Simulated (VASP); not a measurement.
Set up this calculation in VASP 6.6.1, as the native input.

```yaml
Task: relaxation of cell and atoms
Functional: r2SCAN
Potentials_or_basis: VASP PAW PBE potentials, release 64 (Nb_sv, Si)
Cutoff: 600 eV
k_mesh: 8 × 8 × 8
Occupations: fermi-dirac, width 0.05 eV
Spin: no spin polarisation
Hubbard_terms: Nb d U = 8.0 eV
Dipole_correction: no
Further_INCAR_settings: ALGO = Normal; EDIFF = 1e-06; IBRION = 2; EDIFFG = -0.01; NSW = 60; ISIF = 3
```

The system is NbSi.

```xyz
2
Lattice="3.1564 0.0000 0.0000 0.0000 3.1564 0.0000 0.0000 0.0000 3.1564" Properties=species:S:1:pos:R:3 pbc="T T T"
Nb    0.0000    0.0000    0.0000
Si    1.5782    1.5782    1.5782
```

These files were run (other wordings do the same):

POSCAR

```
NbSi
1.0
    3.1564400000      0.0000000000      0.0000000000
    0.0000000000      3.1564400000      0.0000000000
    0.0000000000      0.0000000000      3.1564400000
Nb Si
1 1
Direct
    0.0000000000      0.0000000000      0.0000000000
    0.5000000000      0.5000000000      0.5000000000
```

INCAR.step1

```
SYSTEM = NbSi
ALGO = Normal
EDIFF = 1E-4
ENCUT = 600
GGA = PE
ISMEAR = -1
LASPH = .True.
LCHARG = .False.
LDAU = .True.
LDAUJ = 0 0
LDAUL = 2 -1
LDAUTYPE = 2
LDAUU = 8 0
LMAXMIX = 4
LREAL = .False.
LWAVE = .True.
NELM = 150
PREC = Accurate
SIGMA = 0.05
```

INCAR.step2

```
SYSTEM = NbSi
ALGO = Normal
EDIFF = 1E-6
EDIFFG = -0.01
ENCUT = 600
IBRION = 2
ISIF = 3
ISMEAR = -1
ISTART = 1
LASPH = .True.
LCHARG = .False.
LDAU = .True.
LDAUJ = 0 0
LDAUL = 2 -1
LDAUPRINT = 1
LDAUTYPE = 2
LDAUU = 8 0
LMAXMIX = 4
LMIXTAU = .True.
LREAL = .False.
LWAVE = .False.
METAGGA = R2SCAN
NELM = 150
NSW = 60
PREC = Accurate
SIGMA = 0.05
```

KPOINTS

```
k-points
0
Gamma
  8 8 8
  0 0 0
```

Potentials or basis: VASP PAW PBE potentials, release 64 (Nb_sv, Si).

Launch:

```bash
$ cat potpaw_PBE.64/Nb_sv/POTCAR potpaw_PBE.64/Si/POTCAR > POTCAR
$ cp INCAR.step1 INCAR
$ mpirun -np 1 vasp_std > vasp.out
$ cp INCAR.step2 INCAR
$ mpirun -np 1 vasp_std > vasp.out
```

Results of the run:

The relaxed volume is 16.75 Å³/atom. The relaxed cell is a = 3.224 Å, b = 3.224 Å, c = 3.224 Å, α = 90.00°, β = 90.00°, γ = 90.00° and the space group after relaxing (to 0.05 Å) is Pm-3m (No. 221). The energy gained by relaxing is 36.2 meV/atom. The ionic steps are 4 and the pressure after relaxing is 0.0 GPa.

Caveat: the PAW data sets were made with another functional, which shifts forces and pressure a little; U without spin polarisation on a metal has little footing; the U is typed as a test and isn't derived for this compound.

It took 3.1 min on 1 thread of Intel(R) Xeon(R) Platinum 8488C (Sapphire Rapids), on a shared host, peak memory 0.18 GiB.
